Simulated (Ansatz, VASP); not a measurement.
Nb: VASP beside Ansatz

File POSCAR:

```
Nb
1.0
    0.0000000000      2.1076182726      2.1076182726
    2.1076182726      0.0000000000      2.1076182726
    2.1076182726      2.1076182726      0.0000000000
Nb
1
Direct
    0.0000000000      0.0000000000      0.0000000000
```

File INCAR.step1:

```
SYSTEM = Nb
PREC     = Accurate       ! precision mode
ENCUT    = 520            ! plane-wave cutoff, eV
ISMEAR   = 0              ! smearing method
SIGMA    = 0.05           ! smearing width, eV
LREAL    = .False.        ! projectors in reciprocal space
LASPH    = .True.         ! aspherical terms in the spheres
NELM     = 100            ! most SCF steps
NBANDS   = 12             ! bands
GGA      = PE             ! functional
ALGO     = Normal         ! electronic algorithm
EDIFF    = 1E-4           ! SCF threshold, eV
LWAVE    = .True.         ! write WAVECAR
LCHARG   = .False.        ! write CHGCAR
```

The input INCAR.step2:

```
SYSTEM = Nb
PREC     = Accurate       ! precision mode
ENCUT    = 520            ! plane-wave cutoff, eV
EDIFF    = 1E-6           ! SCF threshold, eV
ISMEAR   = 0              ! smearing method
SIGMA    = 0.05           ! smearing width, eV
LREAL    = .False.        ! projectors in reciprocal space
LASPH    = .True.         ! aspherical terms in the spheres
NELM     = 100            ! most SCF steps
ALGO     = Normal         ! electronic algorithm
ISIF     = 2              ! what is computed and relaxed
LWAVE    = .False.        ! write WAVECAR
LCHARG   = .False.        ! write CHGCAR
METAGGA  = R2SCAN         ! meta-GGA
LMIXTAU  = .True.       
NBANDS   = 12             ! bands
ISTART   = 1
```

File KPOINTS:

```
Automatic mesh
0
Gamma
  18 18 18
  0 0 0
```

Input for Ansatz:

```yaml
crystal:
  lattice:
    - [0.0, 2.1076182726, 2.1076182726]
    - [2.1076182726, 0.0, 2.1076182726]
    - [2.1076182726, 2.1076182726, 0.0]
  atoms:
    - { symbol: Nb, position: [0.0, 0.0, 0.0] }
basis:
  ecutwfc: 500
  ecutrho_ratio: 4
kpoints:
  mp_grid: { grid: [18, 18, 18] }
hamiltonian:
  xc: r2scan
scf:
  occupations: { method: gaussian, width: 0.05 }
output:
  forces: true
  stress: true
  eigenvalues: true
```

Alike in both runs: task single point; functional r2SCAN; k mesh 18 × 18 × 18; occupations gaussian, width 0.05 eV; no spin polarisation.

```csv
,VASP,Ansatz
version,VASP 6.6.1,Ansatz 0.2.0
potentials or method,"VASP PAW PBE potentials, release 64 (Nb_sv), cutoff 520 eV","scalar-relativistic, plane waves, PAW"
valence electrons in the cell,13,13
```

|  | VASP | Ansatz | Ansatz less VASP |
| --- | --- | --- | --- |
| pressure (GPa) | -0.5 | -0.3 | +0.20 |

VASP's potentials were made for PBE, not for r2SCAN.
